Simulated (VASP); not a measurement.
A run of VASP 6.6.1:

File INCAR:

```
SYSTEM = LiF
  PREC = Accurate
  ENCUT = 520
  EDIFF = 1E-7
  ISMEAR = 0
  SIGMA = 0.05
  LREAL = .FALSE.
  LASPH = .TRUE.
  NELM = 80
  ALGO = Normal
  ISIF = 2
  LWAVE = .FALSE.
  LCHARG = .FALSE.
  NBANDS = 18
```

Contents of KPOINTS:

```
Automatic mesh
0
G
  9 9 6
  0 0 0
```

Contents of POSCAR:

```
LiF
1.0
    3.0464146835      0.0000000000      0.0000000000
   -1.5232073417      2.6382725064      0.0000000000
    0.0000000000      0.0000000000      4.6092254161
Li F
2 2
Direct
    0.3333333333      0.6666666667      0.3652620286
    0.6666666667      0.3333333333      0.8652620286
    0.3333333333      0.6666666667      0.9910195924
    0.6666666667      0.3333333333      0.4910195924
```

Potentials or basis: VASP PAW LDA potentials, release 64 (Li_sv, F).

Launch:

```console
$ cat potpaw_LDA.64/Li_sv/POTCAR potpaw_LDA.64/F/POTCAR > POTCAR
$ mpirun -np 1 vasp_std > vasp.out
```

Hardware: 1 thread of Intel(R) Xeon(R) Platinum 8488C (Sapphire Rapids), on a shared host.

Question: How long does it take, and how much memory?

Answer: It took 19 s on 1 thread of Intel(R) Xeon(R) Platinum 8488C (Sapphire Rapids), with other jobs on the host, peak memory 0.14 GiB. Counts: scf iterations 13, k points 48.
